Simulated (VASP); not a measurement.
A run of VASP 6.6.1 is set up as follows.

The input INCAR:

```
PREC = Accurate
ENCUT = 520
EDIFF = 1E-8
ISMEAR = -1
SIGMA = 0.05
LREAL = False
LASPH = True
NELM = 100
ALGO = Normal
ISIF = 2
LWAVE = False
LCHARG = False
LEFG = True
NBANDS = 20
```

Contents of KPOINTS:

```
regular mesh
0
Gamma
  15 15 15
```

The input POSCAR:

```
MoS2
1.0
    1.6125180425      0.9309877259      6.2434257839
   -1.6125180425      0.9309877259      6.2434257839
    0.0000000000     -1.8619754517      6.2434257839
Mo S
1 2
Direct
    0.0000000000      0.0000000000      0.0000000000
    0.7484000000      0.7484000000      0.7484000000
    0.5849000000      0.5849000000      0.5849000000
```

Potentials or basis: VASP PAW LDA potentials, release 64 (Mo_sv, S).

The run is started by

```console
$ cat potpaw_LDA.64/Mo_sv/POTCAR potpaw_LDA.64/S/POTCAR > POTCAR
$ mpirun -np 1 vasp_std > vasp.out
```

(1) Estimate the pressure.

(2) Estimate the largest force.

(3) Estimate the band gap on the k mesh.

Results:

(1) -6.9 GPa.

(2) 0.158 eV/Å.

(3) 0.64 eV (least direct gap 1.51 eV).

Caveat: the stress differs along the axes, from -9 to -3 GPa; without QUAD_EFG the Cq values of the log hold for a quadrupole moment of 1 mb, not for the nuclei.
